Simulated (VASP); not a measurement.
# AlN (Imm2) in VASP: single point with PBE

Aim: the single point of AlN with PBE.

Everything below comes from runs of VASP 6.6.1. Logs are shortened: lines on timing, memory, paths and dates and some standing lists are left out, and cuts for length are marked.

**1. The cell of the first run**

Symmetry: Imm2, No. 44, orthorhombic system. Conventional cell: a = 3.089 Å, b = 3.089 Å, c = 4.368 Å, α = 90.00°, β = 90.00°, γ = 90.00°. Al (site symmetry mm2) has 4 N at 1.81 to 1.98 Å within 2.4 Å. N (site symmetry mm2) has 4 Al at 1.81 to 1.98 Å within 2.4 Å.

**2. Single point, PBE**

Input file INCAR:

```
SYSTEM = AlN
ALGO = Normal ; EDIFF = 1E-6
ENCUT = 520 ; GGA = PE
ISIF = 2 ; ISMEAR = 0
LASPH = .True. ; LCHARG = .False.
LREAL = .False. ; LWAVE = .False.
NBANDS = 11 ; NELM = 80
PREC = Accurate ; SIGMA = 0.05
```

Input file KPOINTS:

```
k-points
0
Gamma
  12 12 12
  0 0 0
```

Input file POSCAR:

```
AlN
1.0
    0.0000000000      2.1839935596      2.1839935596
    2.1839935596      0.0000000000      2.1839935596
    2.1839935596      2.1839935596      0.0000000000
Al N
1 1
Direct
    0.0000000000      0.0000000000      0.0000000000
    0.7843407606      0.7843407606      0.7156592394
```

Potentials or basis: VASP PAW PBE potentials, release 64 (Al, N).

Launch:

```sh
> cat potpaw_PBE.64/Al/POTCAR potpaw_PBE.64/N/POTCAR > POTCAR
> mpirun -np 1 vasp_std > vasp.out
```

OUTCAR:

```text
SYSTEM = AlN
   EDIFF = 1E-6
   ENCUT = 520
   GGA = PE
   ISIF = 2
   ISMEAR = 0
   LASPH = .True.
   LREAL = .False.
   NELM = 80
   PREC = Accurate

 ion  position               nearest neighbor table
   1  0.000  0.000  0.000-   2 1.81   2 1.81   2 1.98   2 1.98
   2  0.784  0.784  0.716-   1 1.81   1 1.81   1 1.98   1 1.98

  LATTYP: Found a face centered cubic cell.
 ALAT       =     4.3679871192

  Lattice vectors:

 A1 = (   0.0000000000,   2.1839935596,   2.1839935596)
 A2 = (   2.1839935596,   0.0000000000,   2.1839935596)
 A3 = (   2.1839935596,   2.1839935596,   0.0000000000)

Analysis of symmetry for initial positions (statically):
=====================================================================
 Subroutine PRICEL returns:
 Original cell was already a primitive cell.

 Routine SETGRP: Setting up the symmetry group for a
 face centered cubic supercell.

 Subroutine GETGRP returns: Found  4 space group operations
 (whereof  4 operations were pure point group operations)
 out of a pool of 48 trial point group operations.

The static configuration has the point symmetry C_2v.

Analysis of symmetry for dynamics (positions and initial velocities):
=====================================================================
 Subroutine PRICEL returns:
 Original cell was already a primitive cell.

 Routine SETGRP: Setting up the symmetry group for a
 face centered cubic supercell.

 Subroutine GETGRP returns: Found  4 space group operations
 (whereof  4 operations were pure point group operations)
 out of a pool of 48 trial point group operations.

The dynamic configuration has the point symmetry C_2v.

 Subroutine INISYM returns: Found  4 space group operations
 (whereof  4 operations are pure point group operations),
 and found     1 'primitive' translations

----------------------------------------------------------------------------------------

                                     Primitive cell

  volume of cell :      20.8345

  direct lattice vectors                    reciprocal lattice vectors
     0.000000000  2.183993560  2.183993560    -0.228938404  0.228938404  0.228938404
     2.183993560  0.000000000  2.183993560     0.228938404 -0.228938404  0.228938404
     2.183993560  2.183993560  0.000000000     0.228938404  0.228938404 -0.228938404

  length of vectors
     3.088633312  3.088633312  3.088633312     0.396532948  0.396532948  0.396532948

  position of ions in fractional coordinates (direct lattice)
     0.000000000  0.000000000  0.000000000
     0.784340761  0.784340761  0.715659239

  ion indices of the primitive-cell ions
   primitive index   ion index
                 1           1
                 2           2

----------------------------------------------------------------------------------------

 KPOINTS: k-points

Automatic generation of k-mesh.
 Grid dimensions read from file:
 generate k-points for:   12   12   12

 Generating k-lattice:

  Cartesian coordinates                     Fractional coordinates (reciprocal lattice)
    -0.019078200  0.019078200  0.019078200     0.083333333  0.000000000  0.000000000
     0.019078200 -0.019078200  0.019078200     0.000000000  0.083333333  0.000000000
     0.019078200  0.019078200 -0.019078200     0.000000000  0.000000000  0.083333333

  Length of vectors
     0.033044412  0.033044412  0.033044412

  Shift w.r.t. Gamma in fractional coordinates (k-lattice)
     0.000000000  0.000000000  0.000000000

 Subroutine IBZKPT returns following result:
 ===========================================

 Found    280 irreducible k-points:

 Following reciprocal coordinates:
            Coordinates               Weight
  0.000000  0.000000  0.000000      1.000000
  0.083333  0.000000  0.000000      4.000000
  0.000000  0.000000  0.083333      4.000000
  0.166667  0.000000  0.000000      4.000000
  0.000000  0.000000  0.166667      4.000000
  0.250000  0.000000  0.000000      4.000000
[... 16 lines left out ...]
  0.083333  0.083333 -0.166667      4.000000
  0.333333  0.083333  0.000000      4.000000
 [... further k-points ...]
   k-points           NKPTS =    280   k-points in BZ     NKDIM =    280   number of bands    NBANDS=     11
   number of dos      NEDOS =    301   number of ions     NIONS =      2
   total plane-waves  NPLWV =  13824
   dimension x,y,z NGX =    24 NGY =   24 NGZ =   24
   dimension x,y,z NGXF=    48 NGYF=   48 NGZF=   48
   ions per type =               1   1
   NGX,Y,Z   is equivalent  to a cutoff of  12.92, 12.92, 12.92 a.u.
   NGXF,Y,Z  is equivalent  to a cutoff of  25.84, 25.84, 25.84 a.u.
 SYSTEM =  AlN
   PREC   = accura    normal or accurate (medium, high low for compatibility)
   ISTART =      0    job   : 0-new  1-cont  2-samecut
   ICHARG =      2    charge: 1-file 2-atom 10-const
   ISPIN  =      1    spin polarized calculation?
   LNONCOLLINEAR =      F non collinear calculations
   LSORBIT =      F    spin-orbit coupling
   LASPH  =      T    aspherical Exc in radial PAW
   ENCUT  =  520.0 eV  38.22 Ry    6.18 a.u.   5.74  5.74  5.74*2*pi/ulx,y,z
   NELM   =     80;   NELMIN=  2; NELMDL= -5     # of ELM steps
   EDIFF  = 0.1E-05   stopping-criterion for ELM
   LREAL  =      F    real-space projection
   EDIFFG = 0.1E-04   stopping-criterion for IOM
   NSW    =      0    number of steps for IOM
   IBRION =     -1    ionic relax: 0-MD 1-quasi-New 2-CG
   NFREE  =      0    steps in history (QN), initial steepest desc. (CG)
   ISIF   =      2    stress and relaxation
   ISYM   =      2    0-nonsym 1-usesym 2-fastsym
   POTIM  = 0.5000    time-step for ionic-motion
   TEBEG  =    0.0;   TEEND  =   0.0 temperature during run
   PSTRESS=    0.0 pullay stress
   NELECT =       8.0000    total number of electrons
   NUPDOWN=      -1.0000    fix difference up-down
   EMIN   =  10.00;   EMAX   =-10.00  energy-range for DOS
   EFERMI =   0.00;   METHOD = LEGACY
   ISMEAR =     0;   SIGMA  =   0.05  broadening in eV -4-tet -1-fermi 0-gaus
   EFERMI_NEDOS =   21; number of points for ismear=-14 and -15
   IALGO  =     38    algorithm
   IMIX   =      4    mixing-type and parameters
     AMIX     =   0.40;   BMIX     =  1.00
     AMIX_MAG =   1.60;   BMIX_MAG =  1.00
  volume/ion in A,a.u.               =      10.42        70.30
  Fermi-wavevector in a.u.,A,eV,Ry     =   1.189899  2.248583 19.263943  1.415860
  Thomas-Fermi vector in A             =   2.325996
   LORBIT       =      0    0 simple, 1 ext, 2 COOP (PROOUT), +10 PAW based schemes
   GGA     = PE    functional components
   LHFCALC =     F    Hartree Fock is set to
   AEXX    =    0.0000 exact exchange contribution
   IVDW    =     0    specifies the selected vdW correction
   LEPSILON=     F    determine dielectric tensor
   LRPA    =     F    only Hartree local field effects (RPA)
 non-spin polarized calculation
 Gauss-broadening in eV      SIGMA  =   0.05
  energy-cutoff  :      520.00
  volume of cell :       20.83
 maximum number of plane-waves:       569
   NGX = 11   NGY = 11   NGZ = 11

 number of electron       8.0000000 magnetization

 Free energy of the ion-electron system (eV)
  ---------------------------------------------------
  ext. energy  EPLUGINS =         0.00000000
  ---------------------------------------------------
  free energy    TOTEN  =       -14.67710219 eV

  energy without entropy =      -14.67710219  energy(sigma->0) =      -14.67710219

 E-fermi :   6.5378     XC(G=0): -10.9315

 val. band max:        6.3326659043   @ k =   0.0000   0.0000   0.0000
 cond. band min:       9.2649437874   @ k =   0.0000   0.5000   0.5000
 fundamental gap:      2.9322778832
 Fermi energy:         6.5378164005

 k-point     1 :       0.0000    0.0000    0.0000
  band No.  band energies     occupation
      1      -9.0196      2.00000
      2       5.5523      2.00000
      3       5.9833      2.00000
      4       6.3327      2.00000
      5      10.1122      0.00000
      6      18.4805      0.00000
      7      18.5598      0.00000
      8      18.5789      0.00000
      9      23.5136      0.00000
     10      23.6281      0.00000
     11      24.4846      0.00000

 k-point     2 :       0.0833    0.0000    0.0000
  band No.  band energies     occupation
      1      -8.9185      2.00000
      2       5.5187      2.00000
      3       5.5318      2.00000
      4       6.1208      2.00000
      5      10.6353      0.00000
      6      18.1063      0.00000
      7      18.6809      0.00000
      8      18.7050      0.00000
      9      22.6749      0.00000
     10      22.7414      0.00000
     11      24.1663      0.00000

 k-point     3 :       0.0000    0.0000    0.0833
  band No.  band energies     occupation
      1      -8.9171      2.00000
      2       5.0881      2.00000
      3       5.8646      2.00000
      4       6.2928      2.00000
      5      10.5599      0.00000
      6      18.1529      0.00000
      7      18.5831      0.00000
      8      18.8396      0.00000
      9      22.4328      0.00000
     10      22.5760      0.00000
     11      24.7228      0.00000

 k-point     4 :       0.1667    0.0000    0.0000
  band No.  band energies     occupation
      1      -8.6257      2.00000
      2       4.2608      2.00000
      3       5.4299      2.00000
      4       5.9881      2.00000
      5      11.6152      0.00000
      6      17.4849      0.00000
      7      18.6042      0.00000
      8      18.7603      0.00000
      9      21.9768      0.00000
     10      22.1692      0.00000
     11      23.4134      0.00000

 k-point     5 :       0.0000    0.0000    0.1667
  band No.  band energies     occupation
      1      -8.6200      2.00000
      2       3.9139      2.00000
      3       5.7426      2.00000
      4       6.1880      2.00000
      5      11.4496      0.00000
      6      17.4938      0.00000
      7      18.6321      0.00000
      8      19.0051      0.00000
      9      21.6715      0.00000
     10      21.7255      0.00000
     11      23.7902      0.00000
[... 211 lines left out ...]
 k-point    21 :       0.0000    0.2500    0.0833
  band No.  band energies     occupation
      1      -8.2588      2.00000
      2       3.2863      2.00000
      3       5.2481      2.00000
      4       5.6629      2.00000
      5      12.4015      0.00000
      6      16.8692      0.00000
      7      17.8866      0.00000
      8      18.7288      0.00000
      9      20.9648      0.00000
     10      23.7440      0.00000
     11      24.0882      0.00000

 k-point    22 :       0.0833    0.0000    0.2500
  band No.  band energies     occupation
      1      -8.2479      2.00000
      2       2.9697      2.00000
      3       5.4814      2.00000
      4       5.9546      2.00000
      5      12.1901      0.00000
      6      16.8720      0.00000
      7      17.9415      0.00000
      8      19.0563      0.00000
      9      20.5673      0.00000
     10      23.1554      0.00000
     11      24.4555      0.00000

 k-point    23 :       0.0833    0.0833   -0.1667
  band No.  band energies     occupation
      1      -8.2504      2.00000
      2       3.0287      2.00000
      3       5.4666      2.00000
      4       5.8408      2.00000
      5      12.2706      0.00000
      6      16.8180      0.00000
      7      18.2445      0.00000
      8      18.7083      0.00000
      9      20.6765      0.00000
     10      23.2399      0.00000
     11      24.4617      0.00000

 k-point    24 :       0.3333    0.0833    0.0000
  band No.  band energies     occupation
      1      -7.7527      2.00000
      2       1.9627      2.00000
      3       5.0269      2.00000
      4       5.6503      2.00000
      5      13.0047      0.00000
      6      16.1643      0.00000
      7      17.5306      0.00000
      8      18.3332      0.00000
      9      21.9215      0.00000
     10      24.1492      0.00000
     11      24.2932      0.00000

 [... further k-points ...]

------------------------ aborting loop because EDIFF is reached ----------------------------------------

  FORCE on cell =-STRESS in cart. coord.  units (eV):
  Direction    XX          YY          ZZ          XY          YZ          ZX
  --------------------------------------------------------------------------------------
  -------------------------------------------------------------------------------------
  Total        1.1517126      1.1517126      0.5748876      1.4396391      0.0000000      0.0000000
  in kB       88.5667333     88.5667333     44.2088787    110.7082944      0.0000000      0.0000000
  external PRESSURE =      73.7807818 kB  Pullay stress =       0.0000000 kB

 VOLUME and BASIS-vectors are now :
 -----------------------------------------------------------------------------
  energy-cutoff  :      520.00
  volume of cell :       20.83
      direct lattice vectors                 reciprocal lattice vectors
     0.000000000  2.183993560  2.183993560    -0.228938404  0.228938404  0.228938404
     2.183993560  0.000000000  2.183993560     0.228938404 -0.228938404  0.228938404
     2.183993560  2.183993560  0.000000000     0.228938404  0.228938404 -0.228938404

 POSITION                                       TOTAL-FORCE (eV/Angst)
 -----------------------------------------------------------------------------------
      0.00000      0.00000      0.00000        -0.000000     -0.000000      2.154049
      3.27599      3.27599      3.42599         0.000000      0.000000     -2.154049
 -----------------------------------------------------------------------------------
    total drift:                               -0.000001     -0.000001     -0.000454

  FREE ENERGIE OF THE ION-ELECTRON SYSTEM (eV)
  ---------------------------------------------------
  free  energy   TOTEN  =       -14.6771021921 eV

  energy  without entropy=      -14.6771021921  energy(sigma->0) =      -14.67710219
```

Run time: 59 s. Hardware: 1 thread of Intel Xeon 8259CL, shared host; peak memory 0.18 GiB.

What came out:

- Free energy: -14.6771 eV
- Pressure: 7.4 GPa
- Largest force: 2.154 eV/Å
- Band gap on the k mesh: 2.93 eV, indirect (least direct gap 3.78 eV)

Forces in eV/Å, atoms in the order of the input:
```
Al   0.000  0.000  2.154
N    0.000  0.000 -2.154
```

Caveat: forces of over 1 eV/Å act on the atoms, so gaps and moduli don't describe the material at rest. A k mesh can miss the band edges.
